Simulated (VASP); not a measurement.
## Si: single point with PBEsol

Crystal: Si.

```
Si
1.0
    -1.52824    1.52824    1.52824
     1.52824   -1.52824    1.52824
     1.52824    1.52824   -1.52824
Si
1
Direct
  0.00000 0.00000 0.00000
```

```json
{"Program": "VASP 6.6.1", "Task": "single point", "Functional": "PBEsol", "Potentials or basis": "VASP PAW PBE potentials, release 64 (Si)", "Cutoff": "520 eV", "k mesh": "19 × 19 × 19", "Occupations": "fermi-dirac, width 0.1 eV", "Spin": "no spin polarisation", "Dipole correction": "no", "Further INCAR settings": "ALGO = Normal; EDIFF = 1e-06; NBANDS = 8"}
```

```json
{
  "Pressure": "0.1 GPa",
  "Band gap on the k mesh": "zero (band 2 reaches 21.87 eV, above the bottom of band 3 at 6.03 eV)"
}
```

Levels at points of the mesh, in eV from the Fermi level:
```tsv
k point	band 1	band 2	band 3	band 4	band 5	band 6
(0.00, 0.00, 0.00)	-14.45	11.69	11.69	11.69	12.65	12.65
```

It took 8.3 s on 1 thread of Intel Xeon 6975P-C, with other jobs on the host, peak memory 0.13 GiB.

Caveat: the PAW data sets were made with another functional, which shifts forces and pressure a little.
